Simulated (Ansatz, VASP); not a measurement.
Al2O3: VASP beside Ansatz

The input INCAR:

```
  PREC = Accurate
  ENCUT = 520
  EDIFF = 1E-6
  ISMEAR = -1
  SIGMA = 0.05
  LREAL = False
  LASPH = True
  NELM = 100
  ALGO = Normal
  ISIF = 2
  LWAVE = False
  LCHARG = False
  GGA = CA
  NBANDS = 20
```

Contents of KPOINTS:

```
regular mesh
0
Gamma
  10 10 4
```

The input POSCAR:

```
Al2O3
1.0
    2.9767007536      0.0000000000      0.0000000000
   -1.4883503768      2.5778984721      0.0000000000
    0.0000000000      0.0000000000      7.4722635069
Al O
2 3
Direct
    0.0000000000      0.0000000000      0.7220490000
    0.0000000000      0.0000000000      0.2779510000
    0.0000000000      0.0000000000      0.5000000000
    0.6666666667      0.3333333333      0.8005460000
    0.3333333333      0.6666666667      0.1994540000
```

File input.yaml:

```yaml
crystal:
  lattice:
    - [2.9767007536, 0.0, 0.0]
    - [-1.4883503768, 2.5778984721, 0.0]
    - [0.0, 0.0, 7.4722635069]
  atoms:
    - { symbol: Al, position: [0.0, 0.0, 0.722049] }
    - { symbol: Al, position: [0.0, 0.0, 0.277951] }
    - { symbol: O, position: [0.0, 0.0, 0.5] }
    - { symbol: O, position: [0.6666666667, 0.3333333333, 0.800546] }
    - { symbol: O, position: [0.3333333333, 0.6666666667, 0.199454] }
kpoints:
  mp_grid: { grid: [10, 10, 4] }
scf:
  occupations: { method: fermi_dirac, width: 0.05 }
hamiltonian:
  xc: lda
  pseudopotentials: { kind: all_electron, lapw: { basis_error: 0.002 } }
output:
  forces: true
  stress: true
  eigenvalues: true
```

Change from the starting cell: volume scaled by 0.96.

Alike in both runs: task single point; functional LDA; k mesh 10 × 10 × 4; occupations fermi-dirac, width 0.05 eV; no spin polarisation.

|  | VASP | Ansatz |
| --- | --- | --- |
| version | VASP 6.6.1 | Ansatz 0.2.0 |
| potentials or method | VASP PAW LDA potentials, release 64 (Al, O), cutoff 520 eV | all-electron LAPW, scalar-relativistic |

Ansatz gave:

```
gap on the k mesh at the Fermi level (eV)                     : 2.52
least direct gap on the mesh (eV)                             : 2.52
pressure (GPa)                                                : -1.6
traceless stress, the component that is largest in VASP (GPa) : 1.33
rms of the force components (eV/Å)                            : 0.092
```

Task: What did VASP give for the same quantities?

Result: gap on the k mesh at the Fermi level (eV): 2.48; least direct gap on the mesh (eV): 2.48; pressure (GPa): -0.9; traceless stress, the component that is largest in VASP (GPa): 1.72; rms of the force components (eV/Å): 0.111.

LDA's correlation is that of Perdew and Zunger in VASP and of Perdew and Wang (1992) in Ansatz. Atom by atom the forces differ by 0.032 eV/Å (rms over components). Ansatz ran all-electron here, and VASP with PAW potentials.
